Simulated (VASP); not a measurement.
Wanted: the native input for a VASP 6.6.1 run.

```yaml
Task: electric field gradients
Functional: LDA
Potentials_or_basis: VASP PAW LDA potentials, release 64 (Ta_pv)
Cutoff: 520 eV
k_mesh: 14 × 14 × 14
Occupations: fermi-dirac, width 0.05 eV
Spin: no spin polarisation
Dipole_correction: no
Further_INCAR_settings: ALGO = Normal; EDIFF = 1e-08; NBANDS = 12
```

The structure of Ta lies in POSCAR:

```
Ta
1.0
   -1.6549278069      1.6549278069      1.6549278069
    1.6549278069     -1.6549278069      1.6549278069
    1.6549278069      1.6549278069     -1.6549278069
Ta
1
Direct
    0.0000000000      0.0000000000      0.0000000000
```

The input as run:

INCAR

```
  ALGO = Normal
  EDIFF = 1E-8
  ENCUT = 520
  GGA = CA
  ISIF = 2
  ISMEAR = -1
  LASPH = True
  LCHARG = False
  LEFG = True
  LREAL = False
  LWAVE = False
  NBANDS = 12
  NELM = 60
  PREC = Accurate
  SIGMA = 0.05
```

KPOINTS

```
k-points
0
Gamma
  14 14 14
```

Potentials or basis: VASP PAW LDA potentials, release 64 (Ta_pv).

Run with:

```sh
$ cat potpaw_LDA.64/Ta_pv/POTCAR > POTCAR
$ mpirun -np 1 vasp_std > vasp.out
```

It gave:

```yaml
Pressure: -9.3 GPa
```

Caveat: without QUAD_EFG the Cq values of the log hold for a quadrupole moment of 1 mb, not for the nuclei.

Wall time 6.9 s on 1 thread of Intel(R) Xeon(R) 6975P-C (Granite Rapids), with other jobs on the host, peak memory 0.14 GiB.
